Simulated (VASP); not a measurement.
# Hg: single point with PBEsol

Hg:

```xyz
1
Lattice="0.0000 2.2387 2.2387 2.2387 0.0000 2.2387 2.2387 2.2387 0.0000" Properties=species:S:1:pos:R:3 pbc="T T T"
Hg    0.0000    0.0000    0.0000
```

This cell differs from its parent crystal: volume scaled by 0.96.

```yaml
Program: VASP 6.6.1
Task: single point
Functional: PBEsol
Potentials_or_basis: VASP PAW PBE potentials, release 64 (Hg)
Cutoff: 520 eV
k_mesh: 13 × 13 × 13
Occupations: fermi-dirac, width 0.1 eV
Spin: no spin polarisation
```

```yaml
Pressure: 2.0 GPa
Band_gap_on_the_k_mesh: zero (band 6 reaches 3.52 eV, above the bottom of band 7 at 1.81 eV)
```

Levels at points of the mesh, in eV from the Fermi level:
| k point | band 2 | band 3 | band 4 | band 5 | band 6 | band 7 | band 8 | band 9 | band 10 | band 11 |
| --- | --- | --- | --- | --- | --- | --- | --- | --- | --- | --- |
| (0.00, 0.00, 0.00) | -7.06 | -7.06 | -7.06 | -6.34 | -6.34 | 13.72 | 15.25 | 15.25 | 15.25 | 19.30 |

It took 9.7 s on 1 thread of Intel(R) Xeon(R) Platinum 8375C CPU @ 2.90GHz (Ice Lake), on a shared host, peak memory 0.15 GiB.

Caveat: the PAW data sets were made with another functional, which shifts forces and pressure a little; spin-orbit coupling is left out, which moves the levels of the heavy elements.
